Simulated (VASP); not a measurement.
# NaI in VASP: further runs, part 2 of 2

VASP 6.6.1. The steps go on from the part before.

## (5) Single point, PBEsol (strain +0.030 along x and y, +0.030 along z)

File INCAR:

```
SYSTEM = NaI
PREC = Accurate
ENCUT = 520
EDIFF = 1E-6
ISMEAR = 0
SIGMA = 0.05
LREAL = .FALSE.
LASPH = .TRUE.
NELM = 80
ALGO = Normal
ISIF = 2
LWAVE = .FALSE.
LCHARG = .TRUE.
GGA = PS
LELF = .TRUE.
LVHAR = .TRUE.
NBANDS = 14
```

File KPOINTS:

```
Automatic mesh
0
G
  6 6 6
  0 0 0
```

File POSCAR:

```
NaI
1.0
    0.0000000000      3.3334920000      3.3334920000
    3.3334920000      0.0000000000      3.3334920000
    3.3334920000      3.3334920000      0.0000000000
Na I
1 1
Direct
    0.0000000000      0.0000000000      0.0000000000
    0.5000000000      0.5000000000      0.5000000000
```

Potentials or basis: VASP PAW PBE potentials, release 64 (Na_pv, I).

Launch:

```console
$ cat potpaw_PBE.64/Na_pv/POTCAR potpaw_PBE.64/I/POTCAR > POTCAR
$ mpirun -np 1 vasp_std > vasp.out
```

OUTCAR:

```text
SYSTEM = NaI
   PREC = Accurate
   ENCUT = 520
   EDIFF = 1E-6
   ISMEAR = 0
   LREAL = .FALSE.
   LASPH = .TRUE.
   NELM = 80
   ISIF = 2
   GGA = PS

 ion  position               nearest neighbor table
   1  0.000  0.000  0.000-
   2  0.500  0.500  0.500-

  LATTYP: Found a face centered cubic cell.
 ALAT       =     6.6669840000

  Lattice vectors:

 A1 = (   0.0000000000,   3.3334920000,   3.3334920000)
 A2 = (   3.3334920000,   0.0000000000,   3.3334920000)
 A3 = (   3.3334920000,   3.3334920000,   0.0000000000)

Analysis of symmetry for initial positions (statically):
=====================================================================
 Subroutine PRICEL returns:
 Original cell was already a primitive cell.

 Routine SETGRP: Setting up the symmetry group for a
 face centered cubic supercell.

 Subroutine GETGRP returns: Found 48 space group operations
 (whereof 48 operations were pure point group operations)
 out of a pool of 48 trial point group operations.

The static configuration has the point symmetry O_h .

Analysis of symmetry for dynamics (positions and initial velocities):
[... 161 lines left out ...]
      3     -22.2266      2.00000
      4     -10.7074      2.00000
      5       0.1409      2.00000
      6       0.1409      2.00000
      7       0.1409      2.00000
      8       3.4436      0.00000
      9       7.9755      0.00000
     10       7.9755      0.00000
     11       7.9755      0.00000
     12       9.7073      0.00000
     13       9.7073      0.00000
     14      10.2996      0.00000
[... 241 lines left out ...]
      1     -22.2288      2.00000
      2     -22.2281      2.00000
      3     -22.2278      2.00000
      4     -10.4026      2.00000
      5      -1.3146      2.00000
      6      -0.8149      2.00000
      7      -0.6242      2.00000
      8       5.3066      0.00000
      9       6.5334      0.00000
     10       8.2919      0.00000
     11       8.4063      0.00000
     12      11.1359      0.00000
     13      12.0656      0.00000
     14      12.2323      0.00000

------------------------ aborting loop because EDIFF is reached ----------------------------------------

  FORCE on cell =-STRESS in cart. coord.  units (eV):
  Direction    XX          YY          ZZ          XY          YZ          ZX
  --------------------------------------------------------------------------------------
  -------------------------------------------------------------------------------------
  Total       -0.7042129     -0.7042129     -0.7042129      0.0000000      0.0000000     -0.0000000
  in kB      -15.2295227    -15.2295227    -15.2295227      0.0000000      0.0000000     -0.0000000
  external PRESSURE =     -15.2295227 kB  Pullay stress =       0.0000000 kB

 VOLUME and BASIS-vectors are now :
 -----------------------------------------------------------------------------
  energy-cutoff  :      520.00
  volume of cell :       74.08
      direct lattice vectors                 reciprocal lattice vectors
     0.000000000  3.333492000  3.333492000    -0.149992860  0.149992860  0.149992860
     3.333492000  0.000000000  3.333492000     0.149992860 -0.149992860  0.149992860
     3.333492000  3.333492000  0.000000000     0.149992860  0.149992860 -0.149992860

 POSITION                                       TOTAL-FORCE (eV/Angst)
 -----------------------------------------------------------------------------------
      0.00000      0.00000      0.00000        -0.000000     -0.000000     -0.000000
      3.33349      3.33349      3.33349         0.000000      0.000000      0.000000
 -----------------------------------------------------------------------------------
    total drift:                                0.000000      0.000000      0.000000

  FREE ENERGIE OF THE ION-ELECTRON SYSTEM (eV)
  ---------------------------------------------------
  free  energy   TOTEN  =        -5.6257385609 eV

  energy  without entropy=       -5.6257385609  energy(sigma->0) =       -5.62573856
```

stdout:

```text
POSCAR found type information on POSCAR NaI
 POSCAR found :  2 types and       2 ions
 scaLAPACK will be used
 -----------------------------------------------------------------------------
|                                                                             |
|                                                                             |
|     You enforced a specific xc type in the INCAR file but a different       |
|     I HOPE YOU KNOW WHAT YOU ARE DOING!                                     |
|                                                                             |
 -----------------------------------------------------------------------------

 LDA part: xc-table for (Slater+PW92), standard interpolation
 POSCAR, INCAR and KPOINTS ok, starting setup
 FFT: planning ... GRIDC
 FFT: planning ... GRID_SOFT
 FFT: planning ... GRID
 WAVECAR not read
 entering main loop
```

Run time: 25 s. Hardware: 1 thread of Intel Xeon 6975P-C, shared host; peak memory 0.21 GiB.

What came out:

* Free energy: -5.6257 eV
* Pressure: -1.5 GPa
* Band gap on the k mesh: 3.30 eV, direct

Levels at points of the mesh, in eV from the valence-band top:
```
           k point  band 4  band 5  band 6  band 7  band 8  band 9  band 10  band 11
(0.00, 0.00, 0.00)  -10.85    0.00    0.00    0.00    3.30    7.83     7.83     7.83
(0.50, 0.00, 0.00)  -10.61   -1.92   -0.24   -0.24    4.92    7.29     7.29     8.07
(0.50, 0.50, 0.00)  -10.55   -1.67   -0.64   -0.64    4.38    5.57     9.17    10.68
```

Caveat: the cell differs from its parent crystal (strain +0.030 along x and y, +0.030 along z); the PAW data sets were made with another functional, which shifts forces and pressure a little; spin-orbit coupling is left out, which moves the levels of the heavy elements.

## (6) Single point, PBEsol (strain -0.030 along x and y, -0.015 along z)

File INCAR:

```
SYSTEM = NaI
PREC = Accurate
ENCUT = 520
EDIFF = 1E-6
ISMEAR = 0
SIGMA = 0.05
LREAL = .False.
LASPH = .True.
NELM = 100
ALGO = Normal
ISIF = 2
LWAVE = .False.
LCHARG = .False.
GGA = PS
NBANDS = 14
```

File KPOINTS:

```
Automatic mesh
0
Gamma
  6 6 6
  0 0 0
```

File POSCAR:

```
NaI
1.0
    0.0000000000      3.1393080000      3.1878540000
    3.1393080000      0.0000000000      3.1878540000
    3.1393080000      3.1393080000      0.0000000000
Na I
1 1
Direct
    0.0000000000      0.0000000000      0.0000000000
    0.5000000000      0.5000000000      0.5000000000
```

Potentials or basis: VASP PAW PBE potentials, release 64 (Na_pv, I).

Launch:

```console
$ cat potpaw_PBE.64/Na_pv/POTCAR potpaw_PBE.64/I/POTCAR > POTCAR
$ mpirun -np 1 vasp_std > vasp.out
```

Wall time 36 s (1 thread of Intel Xeon 6975P-C, shared host); peak memory 0.21 GiB.

It converged, with:

* Free energy: -5.6608 eV
* Pressure: 0.9 GPa
* Band gap on the k mesh: 3.70 eV, direct

Stress tensor (GPa, compression positive):
```
1.07 0.00 0.00
0.00 1.07 0.00
0.00 0.00 0.53
```

Levels at points of the mesh, in eV from the valence-band top:
```tsv
k point	band 5	band 6	band 7	band 8	band 9	band 10
(0.00, 0.00, 0.00)	-0.02	-0.02	0.00	3.70	7.76	7.86
(0.50, 0.00, 0.00)	-2.52	-0.36	-0.33	4.95	7.36	7.48
(0.50, 0.50, 0.00)	-2.22	-0.85	-0.85	4.49	5.29	10.13
(0.50, 0.00, 0.50)	-2.21	-0.92	-0.86	4.46	5.25	10.23
```

Caveat: the cell differs from its parent crystal (strain -0.030 along x and y, -0.015 along z); the PAW data sets were made with another functional, which shifts forces and pressure a little; spin-orbit coupling is left out, which moves the levels of the heavy elements.

## (7) The runs side by side

| cell | gap on the mesh (eV) | pressure (GPa) |
| --- | --- | --- |
| a = 4.440 Å, angles 60.0°, 2 atoms | 3.76 | 1.2 |
| a = 4.508 Å, angles 60.0°, 2 atoms | 3.62 | 0.3 |
| a = 4.646 Å, angles 60.0°, 2 atoms | 3.40 | -1.1 |
| a = 4.714 Å, angles 60.0°, 2 atoms | 3.30 | -1.5 |
| a = 4.474, b = 4.474, c = 4.440 Å, angles 60.3, 60.3, 59.5°, 2 atoms | 3.70 | 0.9 |

Alike in all rows: task single point; level PBEsol; potentials or basis VASP PAW PBE potentials, release 64 (Na_pv, I); no spin polarisation; k mesh 6 × 6 × 6; cutoff (eV) 520; smearing gaussian 0.05 eV.

Caveats: the PAW data sets were made with another functional, which shifts forces and pressure a little; spin-orbit coupling is left out, which moves the levels of the heavy elements.

Absolute energies hang on the potentials; compare differences alone.
